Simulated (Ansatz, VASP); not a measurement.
One calculation of CsCl, two programs

File INCAR:

```
SYSTEM = CsCl
PREC = Accurate
ENCUT = 400
EDIFF = 1E-8
ISMEAR = -1
SIGMA = 0.03
LREAL = .FALSE.
LASPH = .TRUE.
NELM = 120
ALGO = Normal
ISIF = 2
LWAVE = .FALSE.
LCHARG = .FALSE.
GGA = PS
LEFG = .TRUE.
NBANDS = 15
GGA_COMPAT = .FALSE.
```

The input KPOINTS:

```
Automatic mesh
0
G
  6 6 6
  0 0 0
```

The input POSCAR:

```
CsCl
1.0
    4.1230000000      0.0412300000      0.0412300000
    0.0412300000      4.1230000000      0.0412300000
    0.0412300000      0.0412300000      4.1230000000
Cs Cl
1 1
Direct
    0.0000000000      0.0000000000      0.0000000000
    0.5000000000      0.5000000000      0.5000000000
```

Input for Ansatz:

```yaml
crystal:
  lattice:
    - [4.123, 0.04123, 0.04123]
    - [0.04123, 4.123, 0.04123]
    - [0.04123, 0.04123, 4.123]
  atoms:
    - { symbol: Cs, position: [0.0, 0.0, 0.0] }
    - { symbol: Cl, position: [0.5, 0.5, 0.5] }
kpoints:
  mp_grid: { grid: [6, 6, 6] }
scf:
  occupations: { method: fermi_dirac, width: 0.03 }
hamiltonian:
  xc: pbesol
  pseudopotentials: { kind: all_electron, datasets: crystal }
output:
  forces: true
  stress: true
  eigenvalues: true
  efg: { contact_densities: true }
```

Change from the starting cell: equal xy, yz and zx shear strains of +2 %, crystal datasets.

Alike in both runs: task electric field gradients; functional PBEsol; k mesh 6 × 6 × 6; occupations fermi-dirac, width 0.03 eV; no spin polarisation.

```csv
,VASP,Ansatz
version,VASP 6.6.1,Ansatz 0.2.0
potentials or method,"VASP PAW PBE potentials, release 64 (Cs_sv, Cl), cutoff 400 eV","all-electron PAW with datasets made for the crystal, scalar-relativistic"
```

|  | VASP | Ansatz | Ansatz less VASP |
| --- | --- | --- | --- |
| gap on the k mesh at the Fermi level (eV) | 5.04 | 5.05 | +0.012 |
| pressure (GPa) | -0.6 | -0.6 | -0.04 |
| traceless stress, the component that is largest in VASP (GPa) | -0.11 | -0.11 | +0.005 |
| size of Vzz on the site where it differs most (V/Å²) | 14.8 | 15.2 | +0.40 |

VASP's potentials were made for PBE, not for PBEsol. Ansatz ran all-electron here, and VASP with PAW potentials.

Spin-orbit coupling is off throughout.
